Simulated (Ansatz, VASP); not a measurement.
**One calculation of Os, two programs**

File INCAR:

```
SYSTEM = Os
PREC = Accurate
ENCUT = 520
EDIFF = 1E-7
ISMEAR = 0
SIGMA = 0.15
LREAL = .FALSE.
LASPH = .TRUE.
NELM = 80
ALGO = Fast
ISIF = 2
LWAVE = .FALSE.
LCHARG = .TRUE.
GGA = PS
LELF = .TRUE.
LVHAR = .TRUE.
NBANDS = 10
```

KPOINTS

```
regular mesh
0
G
  20 20 20
  0 0 0
```

Contents of POSCAR:

```
Os
1.0
    0.0000000000      2.0033500000      1.8866500000
    2.0033500000      0.0000000000      1.8866500000
    2.0033500000      2.0033500000      0.0000000000
Os
1
Direct
    0.0000000000      0.0000000000      0.0000000000
```

Input for Ansatz:

```yaml
crystal:
  lattice:
    - [0.0, 2.00335, 1.88665]
    - [2.00335, 0.0, 1.88665]
    - [2.00335, 2.00335, 0.0]
  atoms:
    - { symbol: Os, position: [0.0, 0.0, 0.0] }
basis:
  ecutwfc: 420
kpoints:
  mp_grid: { grid: [20, 20, 20] }
hamiltonian:
  xc: pbesol
scf:
  occupations: { method: gaussian, width: 0.15 }
output:
  forces: true
  stress: true
  eigenvalues: true
```

Change from the starting cell: strain +0.030 along x and y, -0.030 along z, atoms carried along.

Alike in both runs: task single point; functional PBEsol; k mesh 20 × 20 × 20; occupations gaussian, width 0.15 eV; no spin polarisation.

|  | VASP | Ansatz |
| --- | --- | --- |
| version | VASP 6.6.1 | Ansatz 0.2.0 |
| potentials or method | VASP PAW PBE potentials, release 64 (Os), cutoff 520 eV | scalar-relativistic, plane waves, PAW |
| valence electrons in the cell | 8 | 16 |

```csv
,VASP,Ansatz,Ansatz less VASP
gap on the k mesh at the Fermi level (eV),none,none,-
pressure (GPa),-28.3,-28.1,+0.19
"traceless stress, the component that is largest in VASP (GPa)",12.15,12.22,+0.076
```

VASP's potentials were made for PBE, not for PBEsol. A gap of «none» marks a metal or a gap that the smearing closes. Both programs put the cell under strong tension, so it lies far from rest at this level. VASP's potentials hold 8 valence electrons a cell and Ansatz's 16, so a difference there can come from the potentials and not from the codes.

Spin-orbit coupling is off throughout.
